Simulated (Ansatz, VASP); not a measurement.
## Two plane-wave programs on Rh

```
Rh
1.0
     2.68874    0.00000    0.00000
    -1.34437    2.32851    0.00000
     0.00000    0.00000    4.67534
Rh
2
Direct
  0.66667 0.33333 0.75000
  0.33333 0.66667 0.25000
```

Change from the starting cell: strain +0.000 along x and y, +0.080 along z, atoms carried along.

Alike in both runs: task single point; functional PBEsol; k mesh 24 × 24 × 14; occupations gaussian, width 0.15 eV; no spin polarisation.

|  | VASP | Ansatz |
| --- | --- | --- |
| version | VASP 6.6.1 | Ansatz 0.2.0 |
| potentials or method | VASP PAW PBE potentials, release 64 (Rh_pv), cutoff 520 eV | scalar-relativistic, plane waves, PAW |
| valence electrons in the cell | 30 | 34 |

VASP gave:

```
gap on the k mesh at the Fermi level (eV)                     : none
pressure (GPa)                                                : -17.3
traceless stress, the component that is largest in VASP (GPa) : -10.66
```

Question: What did Ansatz give for the same quantities?

Answer: gap on the k mesh at the Fermi level (eV): none; pressure (GPa): -17.2; traceless stress, the component that is largest in VASP (GPa): -10.65.

VASP's potentials were made for PBE, not for PBEsol. A gap of «none» marks a metal or a gap that the smearing closes. The functional is the same, so the differences come from potentials, cutoffs and numerics. VASP's potentials hold 30 valence electrons a cell and Ansatz's 34, so a difference there can come from the potentials and not from the codes.
